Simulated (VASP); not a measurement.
# Hf (a cell with a defect) in VASP: further runs

The runs below take Hf (a cell with a defect) through single point, with PBE.

Program: VASP 6.6.1. These are calculated values, not measurements. Logs are shortened: lines on timing, memory, paths and dates and some standing lists are left out, and cuts for length are marked.

**1. The cell of the first run**

The cell holds a defect, 7 atoms: a = 6.363 Å, b = 6.363 Å, c = 6.363 Å, α = 60.00°, β = 60.00°, γ = 60.00°.

**2. Single point, PBE**

INCAR reads:

```
SYSTEM = Hf
PREC     = Accurate       ! precision mode
ENCUT    = 520            ! plane-wave cutoff, eV
EDIFF    = 1E-7           ! SCF threshold, eV
ISMEAR   = -1             ! smearing method
SIGMA    = 0.05           ! smearing width, eV
LREAL    = .False.        ! projectors in reciprocal space
LASPH    = .True.         ! aspherical terms in the spheres
NELM     = 60             ! most SCF steps
ALGO     = Normal         ! electronic algorithm
ISIF     = 2              ! what is computed and relaxed
LWAVE    = .False.        ! write WAVECAR
LCHARG   = .False.        ! write CHGCAR
GGA      = PE             ! functional
NBANDS   = 44             ! bands
```

KPOINTS reads:

```
Automatic mesh
0
Gamma
  3 3 3
  0 0 0
```

POSCAR reads:

```
Hf
1.0
    0.0000000000      4.4991440000      4.4991440000
    4.4991440000      0.0000000000      4.4991440000
    4.4991440000      4.4991440000      0.0000000000
Hf
7
Direct
   -0.0263957988      0.0560381041      0.0206373701
    0.0008452719     -0.1112431609      0.6108284154
    0.0281433535      0.4789364377      0.4434683575
    0.4510094587      0.0560565521      0.0206498169
    0.5008530512     -0.0053145665      0.5048847070
    0.5008586078      0.5555318967     -0.0559586446
    0.5507477645      0.4789449949      0.4434880279
```

Potentials or basis: VASP PAW PBE potentials, release 64 (Hf_pv).

Started as:

```sh
cat potpaw_PBE.64/Hf_pv/POTCAR > POTCAR
mpirun -np 1 vasp_std > vasp.out
```

OUTCAR:

```text
SYSTEM = Hf
   PREC = Accurate
   ENCUT = 520
   EDIFF = 1E-7
   ISMEAR = -1
   LREAL = .False.
   LASPH = .True.
   NELM = 60
   ISIF = 2
   GGA = PE

 ion  position               nearest neighbor table
   1  0.974  0.056  0.021-   4 3.04   5 3.07   6 3.12   2 3.18   3 3.26   3 3.26   6 3.30   4 3.33
                             5 3.34   2 3.43   7 3.81
   2  0.001  0.889  0.611-   1 3.18   4 3.18   3 3.18   7 3.18   5 3.25   5 3.25   7 3.43   3 3.43
                             1 3.43   4 3.43   6 3.82   6 3.82
   3  0.028  0.479  0.443-   7 3.04   5 3.07   6 3.12   2 3.18   1 3.26   1 3.26   6 3.30   7 3.33
                             5 3.34   2 3.43   4 3.80
   4  0.451  0.056  0.021-   1 3.04   5 3.07   6 3.12   2 3.18   7 3.26   7 3.26   6 3.30   1 3.33
                             5 3.34   2 3.43   3 3.80
   5  0.501  0.995  0.505-   6 2.79   4 3.07   3 3.07   1 3.07   7 3.07   2 3.25   2 3.25   7 3.34
                             1 3.34   3 3.34   4 3.34   6 3.57
   6  0.501  0.556  0.944-   5 2.79   3 3.12   4 3.12   7 3.12   1 3.12   1 3.30   7 3.30   4 3.30
                             3 3.30   5 3.57   2 3.82   2 3.82
   7  0.551  0.479  0.443-   3 3.04   5 3.07   6 3.12   2 3.18   4 3.26   4 3.26   6 3.30   3 3.33
                             5 3.34   2 3.43   1 3.81

  LATTYP: Found a face centered cubic cell.
 ALAT       =     8.9982880000

  Lattice vectors:

 A1 = (   0.0000000000,   4.4991440000,   4.4991440000)
 A2 = (   4.4991440000,   0.0000000000,   4.4991440000)
 A3 = (   4.4991440000,   4.4991440000,   0.0000000000)

Analysis of symmetry for initial positions (statically):
=====================================================================
 Subroutine PRICEL returns:
 Original cell was already a primitive cell.

 Routine SETGRP: Setting up the symmetry group for a
 face centered cubic supercell.

 Subroutine GETGRP returns: Found  1 space group operations
 (whereof  1 operations were pure point group operations)
 out of a pool of 48 trial point group operations.

The static configuration has the point symmetry C_1 .

Analysis of symmetry for dynamics (positions and initial velocities):
=====================================================================
 Subroutine PRICEL returns:
 Original cell was already a primitive cell.

 Routine SETGRP: Setting up the symmetry group for a
 face centered cubic supercell.

 Subroutine GETGRP returns: Found  1 space group operations
 (whereof  1 operations were pure point group operations)
 out of a pool of 48 trial point group operations.

The dynamic configuration has the point symmetry C_1 .

 Subroutine INISYM returns: Found  1 space group operations
 (whereof  1 operations are pure point group operations),
 and found     1 'primitive' translations

----------------------------------------------------------------------------------------

                                     Primitive cell

  volume of cell :     182.1460

  direct lattice vectors                    reciprocal lattice vectors
     0.000000000  4.499144000  4.499144000    -0.111132251  0.111132251  0.111132251
     4.499144000  0.000000000  4.499144000     0.111132251 -0.111132251  0.111132251
     4.499144000  4.499144000  0.000000000     0.111132251  0.111132251 -0.111132251

  length of vectors
     6.362750464  6.362750464  6.362750464     0.192486705  0.192486705  0.192486705

  position of ions in fractional coordinates (direct lattice)
     0.973604201  0.056038104  0.020637370
     0.000845272  0.888756839  0.610828415
     0.028143353  0.478936438  0.443468358
     0.451009459  0.056056552  0.020649817
     0.500853051  0.994685434  0.504884707
     0.500858608  0.555531897  0.944041355
     0.550747765  0.478944995  0.443488028

  ion indices of the primitive-cell ions
   primitive index   ion index
                 1           1
                 2           2
                 3           3
                 4           4
                 5           5
                 6           6
                 7           7

----------------------------------------------------------------------------------------

 KPOINTS: Automatic mesh

Automatic generation of k-mesh.
 Grid dimensions read from file:
 generate k-points for:    3    3    3

 Generating k-lattice:

  Cartesian coordinates                     Fractional coordinates (reciprocal lattice)
    -0.037044084  0.037044084  0.037044084     0.333333333  0.000000000  0.000000000
     0.037044084 -0.037044084  0.037044084     0.000000000  0.333333333  0.000000000
     0.037044084  0.037044084 -0.037044084     0.000000000  0.000000000  0.333333333

  Length of vectors
     0.064162235  0.064162235  0.064162235

  Shift w.r.t. Gamma in fractional coordinates (k-lattice)
     0.000000000  0.000000000  0.000000000

 Subroutine IBZKPT returns following result:
 ===========================================

 Found     14 irreducible k-points:

 Following reciprocal coordinates:
            Coordinates               Weight
  0.000000  0.000000  0.000000      1.000000
  0.333333  0.000000  0.000000      2.000000
  0.000000  0.333333  0.000000      2.000000
  0.000000  0.000000  0.333333      2.000000
  0.333333  0.333333  0.333333      2.000000
  0.333333  0.333333  0.000000      2.000000
  0.000000  0.333333  0.333333      2.000000
  0.333333  0.000000  0.333333      2.000000
 -0.333333  0.333333  0.000000      2.000000
  0.000000 -0.333333  0.333333      2.000000
  0.333333  0.000000 -0.333333      2.000000
  0.333333  0.333333 -0.333333      2.000000
 -0.333333  0.333333 -0.333333      2.000000
  0.333333 -0.333333 -0.333333      2.000000
   k-points           NKPTS =     14   k-points in BZ     NKDIM =     14   number of bands    NBANDS=     44
   number of dos      NEDOS =    301   number of ions     NIONS =      7
   total plane-waves  NPLWV = 110592
   dimension x,y,z NGX =    48 NGY =   48 NGZ =   48
   dimension x,y,z NGXF=    96 NGYF=   96 NGZF=   96
   ions per type =               7
   NGX,Y,Z   is equivalent  to a cutoff of  12.54, 12.54, 12.54 a.u.
   NGXF,Y,Z  is equivalent  to a cutoff of  25.08, 25.08, 25.08 a.u.
 SYSTEM =  Hf
   PREC   = accura    normal or accurate (medium, high low for compatibility)
   ISTART =      0    job   : 0-new  1-cont  2-samecut
   ICHARG =      2    charge: 1-file 2-atom 10-const
   ISPIN  =      1    spin polarized calculation?
   LNONCOLLINEAR =      F non collinear calculations
   LSORBIT =      F    spin-orbit coupling
   LASPH  =      T    aspherical Exc in radial PAW
   ENCUT  =  520.0 eV  38.22 Ry    6.18 a.u.  11.83 11.83 11.83*2*pi/ulx,y,z
   NELM   =     60;   NELMIN=  2; NELMDL= -5     # of ELM steps
   EDIFF  = 0.1E-06   stopping-criterion for ELM
   LREAL  =      F    real-space projection
   EDIFFG = 0.1E-05   stopping-criterion for IOM
   NSW    =      0    number of steps for IOM
   IBRION =     -1    ionic relax: 0-MD 1-quasi-New 2-CG
   NFREE  =      0    steps in history (QN), initial steepest desc. (CG)
   ISIF   =      2    stress and relaxation
   ISYM   =      2    0-nonsym 1-usesym 2-fastsym
   POTIM  = 0.5000    time-step for ionic-motion
   TEBEG  =    0.0;   TEEND  =   0.0 temperature during run
   PSTRESS=    0.0 pullay stress
   NELECT =      70.0000    total number of electrons
   NUPDOWN=      -1.0000    fix difference up-down
   EMIN   =  10.00;   EMAX   =-10.00  energy-range for DOS
   EFERMI =   0.00;   METHOD = LEGACY
   ISMEAR =    -1;   SIGMA  =   0.05  broadening in eV -4-tet -1-fermi 0-gaus
   EFERMI_NEDOS =   21; number of points for ismear=-14 and -15
   IALGO  =     38    algorithm
   IMIX   =      4    mixing-type and parameters
     AMIX     =   0.40;   BMIX     =  1.00
     AMIX_MAG =   1.60;   BMIX_MAG =  1.00
  volume/ion in A,a.u.               =      26.02       175.60
  Fermi-wavevector in a.u.,A,eV,Ry     =   1.190239  2.249226 19.274960  1.416670
  Thomas-Fermi vector in A             =   2.326328
   LORBIT       =      0    0 simple, 1 ext, 2 COOP (PROOUT), +10 PAW based schemes
   GGA     = PE    functional components
   LHFCALC =     F    Hartree Fock is set to
   AEXX    =    0.0000 exact exchange contribution
   IVDW    =     0    specifies the selected vdW correction
   LEPSILON=     F    determine dielectric tensor
   LRPA    =     F    only Hartree local field effects (RPA)
 non-spin polarized calculation
  energy-cutoff  :      520.00
  volume of cell :      182.15
 maximum number of plane-waves:      4926
   NGX = 23   NGY = 23   NGZ = 23

 number of electron      70.0000001 magnetization

 Free energy of the ion-electron system (eV)
  ---------------------------------------------------
  ext. energy  EPLUGINS =         0.00000000
  ---------------------------------------------------
  free energy    TOTEN  =       -66.54900087 eV

  energy without entropy =      -66.46890653  energy(sigma->0) =      -66.50895370

 E-fermi :   3.7292     XC(G=0): -10.5343

 val. band max:        3.7072905487   @ k =   0.0000   0.3333   0.3333
 cond. band min:       3.7560572067   @ k =   0.0000   0.3333   0.0000
 fundamental gap:      0.0487666581
 Fermi energy:         3.7292019544

 k-point     1 :       0.0000    0.0000    0.0000
  band No.  band energies     occupation
      1     -27.4361      2.00000
      2     -27.4039      2.00000
      3     -27.3916      2.00000
      4     -27.3285      2.00000
      5     -27.3151      2.00000
      6     -27.2513      2.00000
[... 36 lines left out ...]
     43       5.4870      0.00000
     44       5.8297      0.00000

 k-point     2 :       0.3333    0.0000    0.0000
  band No.  band energies     occupation
      1     -27.3852      2.00000
      2     -27.3656      2.00000
      3     -27.3322      2.00000
      4     -27.2602      2.00000
      5     -27.2517      2.00000
      6     -27.2210      2.00000
[... 556 lines left out ...]
 k-point    14 :       0.3333   -0.3333   -0.3333
  band No.  band energies     occupation
      1     -27.3630      2.00000
      2     -27.3276      2.00000
      3     -27.2974      2.00000
      4     -27.2320      2.00000
      5     -27.2043      2.00000
      6     -27.1857      2.00000
[... 36 lines left out ...]
     43       5.0388      0.00000
     44       5.3754      0.00000

------------------------ aborting loop because EDIFF is reached ----------------------------------------

  FORCE on cell =-STRESS in cart. coord.  units (eV):
  Direction    XX          YY          ZZ          XY          YZ          ZX
  --------------------------------------------------------------------------------------
  -------------------------------------------------------------------------------------
  Total       -9.9185316     -8.8730997     -8.8733301      0.0010781      1.8795082     -0.0010957
  in kB      -87.2445457    -78.0488069    -78.0508337      0.0094831     16.5323708     -0.0096382
  external PRESSURE =     -81.1147288 kB  Pullay stress =       0.0000000 kB

 VOLUME and BASIS-vectors are now :
 -----------------------------------------------------------------------------
  energy-cutoff  :      520.00
  volume of cell :      182.15
      direct lattice vectors                 reciprocal lattice vectors
     0.000000000  4.499144000  4.499144000    -0.111132251  0.111132251  0.111132251
     4.499144000  0.000000000  4.499144000     0.111132251 -0.111132251  0.111132251
     4.499144000  4.499144000  0.000000000     0.111132251  0.111132251 -0.111132251

 POSITION                                       TOTAL-FORCE (eV/Angst)
 -----------------------------------------------------------------------------------
      0.34497      4.47324      4.63251        -0.006231      0.000822     -0.002379
      6.74685      2.75201      4.00245        -0.000599     -0.006658      0.007034
      4.15003      2.12185      2.28143         0.006858      0.002891     -0.001246
      0.34511      2.12206      2.28136        -0.006664      0.001971     -0.001187
      6.74678      4.52496      6.72864         0.000254      0.011791     -0.011056
      6.74680      6.50081      4.75285        -0.000104     -0.011643      0.012126
      4.15016      4.47321      4.63274         0.006486      0.000826     -0.003292
 -----------------------------------------------------------------------------------
    total drift:                               -0.000027     -0.000113      0.000147

  FREE ENERGIE OF THE ION-ELECTRON SYSTEM (eV)
  ---------------------------------------------------
  free  energy   TOTEN  =       -66.5490008701 eV

  energy  without entropy=      -66.4689065313  energy(sigma->0) =      -66.50895370
```

Run time: 93 s. Hardware: 1 thread of Intel Xeon 6975P-C (Granite Rapids), shared host; peak memory 0.34 GiB.

What came out:

```
Free energy            : -66.5490 eV
Pressure               : -8.1 GPa
Largest force          : 0.017 eV/Å
Band gap on the k mesh : zero (band 35 reaches 4.31 eV, above the bottom of band 36 at 3.58 eV)
```

Forces in eV/Å, atoms in the order of the input:
```
Hf  -0.006  0.001 -0.002
Hf  -0.001 -0.007  0.007
Hf   0.007  0.003 -0.001
Hf  -0.007  0.002 -0.001
Hf   0.000  0.012 -0.011
Hf   0.000 -0.012  0.012
Hf   0.006  0.001 -0.003
```

Caveat: the k points lie up to 0.40 Å⁻¹ apart; spin-orbit coupling is left out, which moves the levels of the heavy elements.

(Continued in part 2 of 2.)
